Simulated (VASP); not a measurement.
# Pt: single point with PBEsol

Pt:

```xyz
1
Lattice="-1.0177 1.6371 1.6371 1.6371 -1.0177 1.6371 1.6371 1.6371 -1.0177" Properties=species:S:1:pos:R:3 pbc="T T T"
Pt    0.0000    0.0000    0.0000
```

This cell differs from its parent crystal: ratio of the length along [111] to the lengths across it x 1.7, volume and fractional coordinates fixed.

```yaml
Program: VASP 6.6.1
Task: single point
Functional: PBEsol
Potentials_or_basis: VASP PAW PBE potentials, release 64 (Pt)
Cutoff: 520 eV
k_mesh: 24 × 24 × 24
Occupations: gaussian, width 0.15 eV
Spin: no spin polarisation
```

```yaml
Pressure: 20.0 GPa
Band_gap_on_the_k_mesh: zero (band 5 reaches 12.53 eV, above the bottom of band 6 at 9.07 eV)
```

Stress tensor (GPa, compression positive):
```
20.04 -0.69 -0.69
-0.69 20.04 -0.69
-0.69 -0.69 20.04
```

Levels at points of the mesh, in eV from the Fermi level:
```
           k point  band 1  band 2  band 3  band 4  band 5  band 6  band 7  band 8  band 9  band 10
(0.00, 0.00, 0.00)   -9.62   -6.47   -6.47    0.09    0.39    0.39   15.35   15.35   17.52    22.97
(0.50, 0.00, 0.00)   -6.79   -5.95   -1.97   -1.78   -1.02    0.54    5.34   16.33   19.43    21.34
(0.50, 0.50, 0.00)   -6.90   -5.50   -1.78   -1.28    2.33    3.29    6.02   10.49   15.34    20.81
(0.50, 0.50, 0.50)   -6.10   -6.10   -4.73    2.45    2.45    8.93    9.56    9.56   14.61    17.44
```

Run time: 73 s on 1 thread of Intel(R) Xeon(R) 6975P-C (Granite Rapids), with other jobs on the host, peak memory 0.33 GiB.

Caveat: the PAW data sets were made with another functional, which shifts forces and pressure a little; spin-orbit coupling is left out, which moves the levels of the heavy elements.
